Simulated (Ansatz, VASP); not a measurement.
MgS in VASP and in Ansatz

```
CELL_PARAMETERS angstrom
3.31605 0.00000 0.00000
-1.65803 2.87179 0.00000
0.00000 0.00000 5.25817
ATOMIC_POSITIONS crystal
Mg 0.33333 0.66667 0.50000
S 0.00000 0.00000 0.00000
```

Change from the starting cell: species swapped into the LaDy type (P-6m2, No. 187).

Alike in both runs: task relaxation of cell and atoms; functional PBE; k mesh 6 × 6 × 4; occupations gaussian, width 0.1 eV; no spin polarisation.

```csv
,VASP,Ansatz
version,VASP 6.6.1,Ansatz 0.2.0
potentials or method,"VASP PAW PBE potentials, release 64 (Mg, S), cutoff 600 eV","scalar-relativistic, plane waves, PAW"
valence electrons in the cell,8,16
```

|  | VASP | Ansatz | Ansatz less VASP |
| --- | --- | --- | --- |
| gap on the k mesh at the Fermi level, each at its own relaxed structure (eV) | 1.13 | 1.15 | +0.020 |
| relaxed volume (Å³/atom) | 18.56 | 18.72 | +0.160 |
| relaxed length of the cell vector where the two differ most in proportion (Å) | 3.599 | 3.612 | +0.0125 |

VASP's potentials hold 8 valence electrons a cell and Ansatz's 16, so a difference there can come from the potentials and not from the codes.

Noted on VASP's run: the volume moved by over 15 % at a fixed basis, so the end points are rough.
